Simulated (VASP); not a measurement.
# NaH (P6_3/mmc) in VASP: further runs

The runs below take NaH through single point, with PBE, r2SCAN.

Program: VASP 6.6.1. These are calculated values, not measurements. Logs are shortened: lines on timing, memory, paths and dates and some standing lists are left out, and cuts for length are marked.

**1. The cell of the first run**

The structure is hexagonal, space group P6_3/mmc (No. 194). The conventional cell has a = 3.819 Å, b = 3.819 Å, c = 4.920 Å, α = 90.00°, β = 90.00°, γ = 120.00°. Within 2.9 Å of Na (site symmetry -6m2) lie 5 H at 2.21 to 2.46 Å. Within 2.9 Å of H (site symmetry -6m2) lie 5 Na at 2.21 to 2.46 Å.

**2. Single point, PBE (epitaxial xy strain -3.4%)**

INCAR reads:

```
ALGO = Normal
EDIFF = 1E-7
ENCUT = 520
GGA = PE
ISIF = 2
ISMEAR = -1
LASPH = True
LCHARG = False
LREAL = False
LWAVE = False
NBANDS = 16
NELM = 100
PREC = Accurate
SIGMA = 0.02
```

KPOINTS reads:

```
k-points
0
Gamma
  12 12 6
```

POSCAR reads:

```
NaH
1.0
    3.8192653035      0.0000000000      0.0000000000
   -1.9096326517      3.3075807766      0.0000000000
    0.0000000000      0.0000000000      4.9201960724
Na H
2 2
Direct
    0.3333333333      0.6666666667     -0.0625000000
    0.6666666667      0.3333333333      0.4375000000
    0.3333333333      0.6666666667      0.4375000000
    0.6666666667      0.3333333333      0.9375000000
```

Potentials or basis: VASP PAW PBE potentials, release 64 (Na_pv, H).

The run is started by

```bash
$ cat potpaw_PBE.64/Na_pv/POTCAR potpaw_PBE.64/H/POTCAR > POTCAR
$ mpirun -np 1 vasp_std > vasp.out
```

OUTCAR:

```text
EDIFF = 1E-7
   ENCUT = 520
   GGA = PE
   ISIF = 2
   ISMEAR = -1
   LASPH = True
   LREAL = False
   NELM = 100
   PREC = Accurate

 ion  position               nearest neighbor table
   1  0.333  0.667  0.938-
   2  0.667  0.333  0.438-
   3  0.333  0.667  0.438-
   4  0.667  0.333  0.938-

  LATTYP: Found a hexagonal cell.
 ALAT       =     3.8192653035
 C/A-ratio  =     1.2882572122

  Lattice vectors:

 A1 = (   3.8192653035,   0.0000000000,   0.0000000000)
 A2 = (  -1.9096326517,   3.3075807766,   0.0000000000)
 A3 = (   0.0000000000,   0.0000000000,   4.9201960724)

Analysis of symmetry for initial positions (statically):
=====================================================================
 Subroutine PRICEL returns:
 Original cell was already a primitive cell.

 Routine SETGRP: Setting up the symmetry group for a
 hexagonal supercell.

 Subroutine GETGRP returns: Found 24 space group operations
 (whereof  6 operations were pure point group operations)
 out of a pool of 24 trial point group operations.

The static configuration has the point symmetry C_3v.
 The point group associated with its full space group is D_6h.

Analysis of symmetry for dynamics (positions and initial velocities):
=====================================================================
 Subroutine PRICEL returns:
 Original cell was already a primitive cell.

 Routine SETGRP: Setting up the symmetry group for a
 hexagonal supercell.

 Subroutine GETGRP returns: Found 24 space group operations
 (whereof  6 operations were pure point group operations)
 out of a pool of 24 trial point group operations.

The dynamic configuration has the point symmetry C_3v.
 The point group associated with its full space group is D_6h.

 Subroutine INISYM returns: Found 24 space group operations
 (whereof  6 operations are pure point group operations),
 and found     1 'primitive' translations

----------------------------------------------------------------------------------------

                                     Primitive cell

  volume of cell :      62.1545

  direct lattice vectors                    reciprocal lattice vectors
     3.819265303  0.000000000  0.000000000     0.261830462  0.151167888  0.000000000
    -1.909632652  3.307580777  0.000000000     0.000000000  0.302335776  0.000000000
     0.000000000  0.000000000  4.920196072     0.000000000  0.000000000  0.203243933

  length of vectors
     3.819265303  3.819265303  4.920196072     0.302335776  0.302335776  0.203243933

  position of ions in fractional coordinates (direct lattice)
     0.333333333  0.666666667  0.937500000
     0.666666667  0.333333333  0.437500000
     0.333333333  0.666666667  0.437500000
     0.666666667  0.333333333  0.937500000

  ion indices of the primitive-cell ions
   primitive index   ion index
                 1           1
                 2           2
                 3           3
                 4           4

----------------------------------------------------------------------------------------

 KPOINTS: k-points

Automatic generation of k-mesh.
 Grid dimensions read from file:
 generate k-points for:   12   12    6

 Generating k-lattice:

  Cartesian coordinates                     Fractional coordinates (reciprocal lattice)
     0.021819205  0.012597324  0.000000000     0.083333333  0.000000000  0.000000000
     0.000000000  0.025194648  0.000000000     0.000000000  0.083333333  0.000000000
     0.000000000  0.000000000  0.033873989     0.000000000  0.000000000  0.166666667

  Length of vectors
     0.025194648  0.025194648  0.033873989

  Shift w.r.t. Gamma in fractional coordinates (k-lattice)
     0.000000000  0.000000000  0.000000000

 Subroutine IBZKPT returns following result:
 ===========================================

 Found     76 irreducible k-points:

 Following reciprocal coordinates:
            Coordinates               Weight
  0.000000  0.000000  0.000000      1.000000
  0.083333 -0.000000  0.000000      6.000000
  0.166667  0.000000  0.000000      6.000000
  0.250000  0.000000  0.000000      6.000000
  0.333333  0.000000  0.000000      6.000000
  0.416667  0.000000  0.000000      6.000000
[... 16 lines left out ...]
  0.250000  0.000000  0.166667     12.000000
  0.333333  0.000000  0.166667     12.000000
 [... further k-points ...]
   k-points           NKPTS =     76   k-points in BZ     NKDIM =     76   number of bands    NBANDS=     16
   number of dos      NEDOS =    301   number of ions     NIONS =      4
   total plane-waves  NPLWV =  31360
   dimension x,y,z NGX =    28 NGY =   28 NGZ =   40
   dimension x,y,z NGXF=    56 NGYF=   56 NGZF=   80
   ions per type =               2   2
   NGX,Y,Z   is equivalent  to a cutoff of  12.19, 12.19, 13.52 a.u.
   NGXF,Y,Z  is equivalent  to a cutoff of  24.38, 24.38, 27.03 a.u.
 SYSTEM =  unknown system
   PREC   = accura    normal or accurate (medium, high low for compatibility)
   ISTART =      0    job   : 0-new  1-cont  2-samecut
   ICHARG =      2    charge: 1-file 2-atom 10-const
   ISPIN  =      1    spin polarized calculation?
   LNONCOLLINEAR =      F non collinear calculations
   LSORBIT =      F    spin-orbit coupling
   LASPH  =      T    aspherical Exc in radial PAW
   ENCUT  =  520.0 eV  38.22 Ry    6.18 a.u.   7.10  7.10  9.15*2*pi/ulx,y,z
   NELM   =    100;   NELMIN=  2; NELMDL= -5     # of ELM steps
   EDIFF  = 0.1E-06   stopping-criterion for ELM
   LREAL  =      F    real-space projection
   EDIFFG = 0.1E-05   stopping-criterion for IOM
   NSW    =      0    number of steps for IOM
   IBRION =     -1    ionic relax: 0-MD 1-quasi-New 2-CG
   NFREE  =      0    steps in history (QN), initial steepest desc. (CG)
   ISIF   =      2    stress and relaxation
   ISYM   =      2    0-nonsym 1-usesym 2-fastsym
   POTIM  = 0.5000    time-step for ionic-motion
   TEBEG  =    0.0;   TEEND  =   0.0 temperature during run
   PSTRESS=    0.0 pullay stress
   NELECT =      16.0000    total number of electrons
   NUPDOWN=      -1.0000    fix difference up-down
   EMIN   =  10.00;   EMAX   =-10.00  energy-range for DOS
   EFERMI =   0.00;   METHOD = LEGACY
   ISMEAR =    -1;   SIGMA  =   0.02  broadening in eV -4-tet -1-fermi 0-gaus
   EFERMI_NEDOS =   21; number of points for ismear=-14 and -15
   IALGO  =     38    algorithm
   IMIX   =      4    mixing-type and parameters
     AMIX     =   0.40;   BMIX     =  1.00
     AMIX_MAG =   1.60;   BMIX_MAG =  1.00
  volume/ion in A,a.u.               =      15.54       104.86
  Fermi-wavevector in a.u.,A,eV,Ry     =   1.041415  1.967989 14.756140  1.084546
  Thomas-Fermi vector in A             =   2.176035
   LORBIT       =      0    0 simple, 1 ext, 2 COOP (PROOUT), +10 PAW based schemes
   GGA     = PE    functional components
[... 5 lines left out ...]
 non-spin polarized calculation
  energy-cutoff  :      520.00
  volume of cell :       62.15
 maximum number of plane-waves:      1692
   NGX = 15   NGY = 15   NGZ = 19

 number of electron      16.0000020 magnetization

 Free energy of the ion-electron system (eV)
  ---------------------------------------------------
  ext. energy  EPLUGINS =         0.00000000
  ---------------------------------------------------
  free energy    TOTEN  =       -10.04522661 eV

  energy without entropy =      -10.04522661  energy(sigma->0) =      -10.04522661

 E-fermi :  -0.8893     XC(G=0):  -7.2733

 val. band max:       -1.3772806753   @ k =   0.1667   0.0833   0.0000
 cond. band min:       2.1741651341   @ k =   0.3333   0.3333   0.0000
 fundamental gap:      3.5514458094
 Fermi energy:        -0.8892927421

 k-point     1 :       0.0000    0.0000    0.0000
  band No.  band energies     occupation
      1     -23.5064      2.00000
      2     -23.4415      2.00000
      3     -23.4415      2.00000
      4     -23.4143      2.00000
      5     -23.4143      2.00000
      6     -23.4086      2.00000
[... 8 lines left out ...]
     15       9.9812      0.00000
     16      14.7123      0.00000

 k-point     2 :       0.0833   -0.0000    0.0000
  band No.  band energies     occupation
      1     -23.5047      2.00000
      2     -23.4431      2.00000
      3     -23.4424      2.00000
      4     -23.4164      2.00000
      5     -23.4141      2.00000
      6     -23.4099      2.00000
[... 8 lines left out ...]
     15      11.4454      0.00000
     16      13.4186      0.00000

 k-point     3 :       0.1667    0.0000    0.0000
  band No.  band energies     occupation
      1     -23.4998      2.00000
      2     -23.4476      2.00000
      3     -23.4448      2.00000
      4     -23.4220      2.00000
      5     -23.4139      2.00000
      6     -23.4136      2.00000
[... 8 lines left out ...]
     15      11.8105      0.00000
     16      12.7367      0.00000

 k-point     4 :       0.2500    0.0000    0.0000
  band No.  band energies     occupation
      1     -23.4923      2.00000
      2     -23.4540      2.00000
      3     -23.4480      2.00000
      4     -23.4295      2.00000
      5     -23.4196      2.00000
      6     -23.4138      2.00000
[... 8 lines left out ...]
     15      12.0329      0.00000
     16      12.5796      0.00000
[... 324 lines left out ...]
 k-point    22 :       0.1667    0.0000    0.1667
  band No.  band energies     occupation
      1     -23.4963      2.00000
      2     -23.4442      2.00000
      3     -23.4428      2.00000
      4     -23.4315      2.00000
      5     -23.4160      2.00000
      6     -23.4120      2.00000
[... 8 lines left out ...]
     15      11.3968      0.00000
     16      12.9933      0.00000

 k-point    23 :       0.2500    0.0000    0.1667
  band No.  band energies     occupation
      1     -23.4924      2.00000
      2     -23.4487      2.00000
      3     -23.4457      2.00000
      4     -23.4410      2.00000
      5     -23.4160      2.00000
      6     -23.4142      2.00000
[... 8 lines left out ...]
     15      11.3081      0.00000
     16      12.8243      0.00000

 k-point    24 :       0.3333    0.0000    0.1667
  band No.  band energies     occupation
      1     -23.4888      2.00000
      2     -23.4546      2.00000
      3     -23.4485      2.00000
      4     -23.4471      2.00000
      5     -23.4181      2.00000
      6     -23.4162      2.00000
[... 8 lines left out ...]
     15      11.0287      0.00000
     16      11.7758      0.00000

 [... further k-points ...]

------------------------ aborting loop because EDIFF is reached ----------------------------------------

  FORCE on cell =-STRESS in cart. coord.  units (eV):
  Direction    XX          YY          ZZ          XY          YZ          ZX
  --------------------------------------------------------------------------------------
  -------------------------------------------------------------------------------------
  Total        0.7774561      0.7774561      0.2178450      0.0000000      0.0000000      0.0000000
  in kB       20.0407396     20.0407396      5.6154617      0.0000000      0.0000000      0.0000000
  external PRESSURE =      15.2323136 kB  Pullay stress =       0.0000000 kB

 VOLUME and BASIS-vectors are now :
 -----------------------------------------------------------------------------
  energy-cutoff  :      520.00
  volume of cell :       62.15
      direct lattice vectors                 reciprocal lattice vectors
     3.819265303  0.000000000  0.000000000     0.261830462  0.151167888  0.000000000
    -1.909632652  3.307580777  0.000000000     0.000000000  0.302335776  0.000000000
     0.000000000  0.000000000  4.920196072     0.000000000  0.000000000  0.203243933

 POSITION                                       TOTAL-FORCE (eV/Angst)
 -----------------------------------------------------------------------------------
     -0.00000      2.20505      4.61268         0.000000     -0.000000      0.000000
      1.90963      1.10253      2.15259        -0.000000      0.000000     -0.000000
     -0.00000      2.20505      2.15259         0.000000      0.000000     -0.000000
      1.90963      1.10253      4.61268         0.000000      0.000000     -0.000000
 -----------------------------------------------------------------------------------
    total drift:                               -0.000000      0.000000      0.000000

  FREE ENERGIE OF THE ION-ELECTRON SYSTEM (eV)
  ---------------------------------------------------
  free  energy   TOTEN  =       -10.0452266077 eV

  energy  without entropy=      -10.0452266077  energy(sigma->0) =      -10.04522661
```

It took 1.7 min on 1 thread of AMD EPYC 7R13, shared host; peak memory 0.18 GiB.

What came out:

* Free energy: -10.0452 eV
* Pressure: 1.5 GPa
* Band gap on the k mesh: 3.55 eV, indirect (least direct gap 4.20 eV)

Levels at points of the mesh, in eV from the valence-band top:
```tsv
k point	band 4	band 5	band 6	band 7	band 8	band 9	band 10	band 11	band 12	band 13
(0.00, 0.00, 0.00)	-22.04	-22.04	-22.03	-3.37	-0.08	4.70	8.46	11.13	11.13	11.18
(0.50, 0.00, 0.00)	-22.07	-22.06	-22.04	-1.38	-0.50	4.05	7.56	7.71	7.87	8.50
(0.00, 0.00, 0.50)	-22.05	-22.05	-22.05	-2.09	-2.09	7.15	7.15	11.74	11.74	11.74
(0.50, 0.00, 0.50)	-22.06	-22.04	-22.04	-0.73	-0.73	4.11	4.11	8.87	8.87	9.79
```

Caveat: the cell differs from its parent crystal (epitaxial xy strain -3.4%). A k mesh can miss the band edges.

[end of part 1 of 2]
